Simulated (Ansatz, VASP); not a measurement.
Two plane-wave programs on Si

```xyz
1
Lattice="-1.5415 1.5415 1.5415 1.5415 -1.5415 1.5415 1.5415 1.5415 -1.5415" Properties=species:S:1:pos:R:3 pbc="T T T"
Si    0.0000    0.0000    0.0000
```

Alike in both runs: functional PBE; k mesh 18 × 18 × 18; occupations fermi-dirac, width 0.05 eV; no spin polarisation.

Ansatz relaxed the structure, and its values are those at the end. VASP's run is a single point on that final structure, the one shown.

|  | VASP | Ansatz |
| --- | --- | --- |
| version | VASP 6.6.1 | Ansatz 0.2.0 |
| potentials or method | VASP PAW PBE potentials, release 64 (Si) | PAW with Ansatz's default frozen-core files, scalar-relativistic |
| plane-wave cutoff (eV) | 520 | 420 |
| valence electrons in the cell | 4 | 4 |

```csv
,VASP,Ansatz,Ansatz less VASP
pressure (GPa),0.0,0.0,+0.02
```

The functional is the same, so the differences come from potentials, cutoffs and numerics.
